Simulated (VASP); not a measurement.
Runs of VASP 6.6.1 on BaS. The structure is that of space group P6_3/mmc (No. 194), or close to it. The cells are those of the table. 

| level | cell | gap on the mesh (eV) | pressure (GPa) |
| --- | --- | --- | --- |
| PBE | a = 5.382, b = 5.382, c = 6.383 Å, angles 90.0, 90.0, 120.0°, 4 atoms | (a) | 0.5 |
| PBE | a = 5.435, b = 5.435, c = 6.447 Å, angles 90.0, 90.0, 120.0°, 4 atoms | (b) | -0.5 |
| r2SCAN | a = 5.487, b = 5.487, c = 6.509 Å, angles 90.0, 90.0, 120.0°, 4 atoms | 2.89 | (d) |
| PBE | a = 5.272, b = 5.272, c = 6.253 Å, angles 90.0, 90.0, 120.0°, 4 atoms | 2.38 | 2.9 |
| r2SCAN | a = 5.327, b = 5.327, c = 6.319 Å, angles 90.0, 90.0, 120.0°, 4 atoms | 2.78 | 1.6 |
| r2SCAN | a = 5.382, b = 5.382, c = 6.383 Å, angles 90.0, 90.0, 120.0°, 4 atoms | 2.82 | 0.4 |
| PBE | a = 5.487, b = 5.487, c = 6.509 Å, angles 90.0, 90.0, 120.0°, 4 atoms | 2.53 | -1.3 |
| r2SCAN | a = 5.272, b = 5.272, c = 6.253 Å, angles 90.0, 90.0, 120.0°, 4 atoms | 2.73 | 3.0 |
| r2SCAN | a = 5.435, b = 5.435, c = 6.447 Å, angles 90.0, 90.0, 120.0°, 4 atoms | 2.86 | (c) |
| PBE | a = 5.327, b = 5.327, c = 6.319 Å, angles 90.0, 90.0, 120.0°, 4 atoms | 2.43 | 1.6 |

Alike in all rows: task single point; potentials or basis VASP PAW PBE potentials, release 64 (Ba_sv, S); no spin polarisation; k mesh 6 × 6 × 4; cutoff (eV) 520; smearing gaussian 0.01 eV.

Problem. Estimate the missing entries.

Solution. (a) 2.47; (b) 2.50; (c) -0.6; (d) -1.4.

Caveats: the structure was generated, so it needn't be the stable form of BaS; spin-orbit coupling is left out, which moves the levels of the heavy elements; the PAW data sets were made with another functional, which shifts forces and pressure a little (at least some runs).

A k mesh can miss the band edges, and the runs leave out spin-orbit coupling on Ba.
